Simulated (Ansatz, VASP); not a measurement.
# ZnS in VASP and in Ansatz

File INCAR:

```
PREC     = Accurate       # precision mode
ENCUT    = 520            # plane-wave cutoff, eV
EDIFF    = 1E-6           # SCF threshold, eV
ISMEAR   = 0              # smearing method
SIGMA    = 0.01           # smearing width, eV
LREAL    = False          # projectors in reciprocal space
LASPH    = True           # aspherical terms in the spheres
NELM     = 100            # most SCF steps
ALGO     = Normal         # electronic algorithm
ISIF     = 2              # what is computed and relaxed
LWAVE    = False          # write WAVECAR
LCHARG   = False          # write CHGCAR
GGA      = PE             # functional
NBANDS   = 26             # bands
```

KPOINTS

```
regular mesh
0
Gamma
  6 6 4
```

The input POSCAR:

```
ZnS
1.0
    4.0522377576      0.0000000000      0.0000000000
   -2.0261188788      3.5093408402      0.0000000000
    0.0000000000      0.0000000000      6.1290348205
Zn S
2 2
Direct
    0.3333333333      0.6666666667      0.2500000000
    0.6666666667      0.3333333333      0.7500000000
    0.6666666667      0.3333333333      0.2500000000
    0.3333333333      0.6666666667      0.7500000000
```

Input for Ansatz:

```yaml
crystal:
  lattice:
    - [4.0522377576, 0.0, 0.0]
    - [-2.0261188788, 3.5093408402, 0.0]
    - [0.0, 0.0, 6.1290348205]
  atoms:
    - { symbol: Zn, position: [0.3333333333, 0.6666666667, 0.25] }
    - { symbol: Zn, position: [0.6666666667, 0.3333333333, 0.75] }
    - { symbol: S, position: [0.6666666667, 0.3333333333, 0.25] }
    - { symbol: S, position: [0.3333333333, 0.6666666667, 0.75] }
kpoints:
  mp_grid: { grid: [6, 6, 4] }
hamiltonian:
  xc: pbe
scf:
  occupations: { method: fixed }
  n_extra_bands: 5
output:
  forces: true
  stress: true
  eigenvalues: true
```

Alike in both runs: task single point; functional PBE; k mesh 6 × 6 × 4; no spin polarisation.

|  | VASP | Ansatz |
| --- | --- | --- |
| version | VASP 6.6.1 | Ansatz 0.2.0 |
| potentials or method | VASP PAW PBE potentials, release 64 (Zn, S) | plane waves, PAW |
| plane-wave cutoff (eV) | 520 | 420 |
| occupations | gaussian, width 0.01 eV | fixed |
| valence electrons in the cell | 36 | 36 |

```tsv
	VASP	Ansatz	Ansatz less VASP
gap on the k mesh at the Fermi level (eV)	1.27	1.27	-0.002
pressure (GPa)	-3.3	-3.4	-0.13
traceless stress, the component that is largest in VASP (GPa)	1.71	1.82	+0.110
```
